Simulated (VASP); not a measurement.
Input of a VASP 6.6.1 run:

Contents of INCAR:

```
SYSTEM = KTaO3
ALGO = Normal ; EDIFF = 1E-6
ENCUT = 520 ; GGA = PE
ISIF = 2 ; ISMEAR = -1
LASPH = .TRUE. ; LCHARG = .FALSE.
LREAL = .FALSE. ; LWAVE = .FALSE.
NBANDS = 27 ; NELM = 60
PREC = Accurate ; SIGMA = 0.01
```

The input KPOINTS:

```
k-points
0
G
  5 5 5
  0 0 0
```

Contents of POSCAR:

```
KTaO3
1.0
    3.9883000000     -0.0598245000     -0.0598245000
   -0.0598245000      3.9883000000     -0.0598245000
   -0.0598245000     -0.0598245000      3.9883000000
K Ta O
1 1 3
Direct
    0.5000000000      0.5000000000      0.5000000000
    0.0000000000      0.0000000000      0.0000000000
    0.5000000000      0.0000000000      0.0000000000
    0.0000000000      0.5000000000      0.0000000000
    0.0000000000      0.0000000000      0.5000000000
```

Potentials or basis: VASP PAW PBE potentials, release 64 (K_sv, Ta_pv, O).

The run is started by

```sh
$ cat potpaw_PBE.64/K_sv/POTCAR potpaw_PBE.64/Ta_pv/POTCAR potpaw_PBE.64/O/POTCAR > POTCAR
$ mpirun -np 1 vasp_std > vasp.out
```

Question: Estimate the band gap on the k mesh.

Answer: 2.16 eV, indirect (least direct gap 2.56 eV).

Question: Estimate the pressure.

Answer: 6.2 GPa.

Stress tensor (GPa, compression positive):
```
6.20 3.04 3.04
3.04 6.20 3.04
3.04 3.04 6.20
```

Caveat: the cell differs from its parent crystal (equal xy, yz and zx shear strains of -3 %); spin-orbit coupling is left out, which moves the levels of the heavy elements. A k mesh can miss the band edges.
